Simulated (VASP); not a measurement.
The system is BeS.

```
CELL_PARAMETERS angstrom
0.00000 2.43431 2.43431
2.43431 0.00000 2.43431
2.43431 2.43431 0.00000
ATOMIC_POSITIONS crystal
Be 0.00000 0.00000 0.00000
S 0.25000 0.25000 0.25000
```

Program: VASP 6.6.1. Alike in all runs: task single point; no spin polarisation; cell as given; cutoff (eV) 520; smearing gaussian 0.01 eV.

Question: Order these runs on this cell by their band gap on the k mesh, lowest first.
A. level LDA; potentials or basis VASP PAW LDA potentials, release 64 (Be, S); k mesh 6 × 6 × 6
B. level PBE; potentials or basis VASP PAW PBE potentials, release 64 (Be, S); k mesh 8 × 8 × 8
C. level HSE06; potentials or basis VASP PAW PBE potentials, release 64 (Be, S); k mesh 6 × 6 × 6; grid for exact exchange (PRECFOCK) Normal; screening parameter 0.2079 1/Å
D. level r2SCAN; potentials or basis VASP PAW PBE potentials, release 64 (Be, S); k mesh 8 × 8 × 8

Answer: A (2.93 eV), B (3.14 eV), D (3.60 eV), C (4.08 eV).

A k mesh can miss the band edges.
